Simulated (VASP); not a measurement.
# ZnSe: single point with r2SCAN

Crystal: ZnSe.

```
CELL_PARAMETERS angstrom
0.00000 2.83293 2.83293
2.83293 0.00000 2.83293
2.83293 2.83293 0.00000
ATOMIC_POSITIONS crystal
Zn 0.00000 0.00000 0.00000
Se 0.75000 0.75000 0.75000
```

```
Program                : VASP 6.6.1
Task                   : single point
Functional             : r2SCAN
Potentials or basis    : VASP PAW PBE potentials, release 64 (Zn, Se)
Cutoff                 : 520 eV
k mesh                 : 14 × 14 × 14
Occupations            : fermi-dirac, width 0.1 eV
Spin                   : no spin polarisation
Dipole correction      : no
Further INCAR settings : ALGO = Normal; EDIFF = 1e-06; NBANDS = 16
```

The pressure is 0.1 GPa and the band gap on the k mesh is 1.87 eV, direct.

Levels at points of the mesh, in eV from the valence-band top:
| k point | band 7 | band 8 | band 9 | band 10 | band 11 | band 12 |
| --- | --- | --- | --- | --- | --- | --- |
| (0.00, 0.00, 0.00) | 0.00 | 0.00 | 0.00 | 1.87 | 6.32 | 6.32 |
| (0.50, 0.00, 0.00) | -5.31 | -0.88 | -0.88 | 3.05 | 6.87 | 6.87 |
| (0.50, 0.50, 0.00) | -4.80 | -2.24 | -2.24 | 3.33 | 3.87 | 11.51 |

It took 4.8 min on 1 thread of Intel(R) Xeon(R) Platinum 8259CL CPU @ 2.50GHz (Skylake/Cascade Lake) (shared host), peak memory 0.22 GiB.

Caveat: the PAW data sets were made with another functional, which shifts forces and pressure a little. r2SCAN opens gaps a little over a GGA but as a rule still falls short of measured ones.
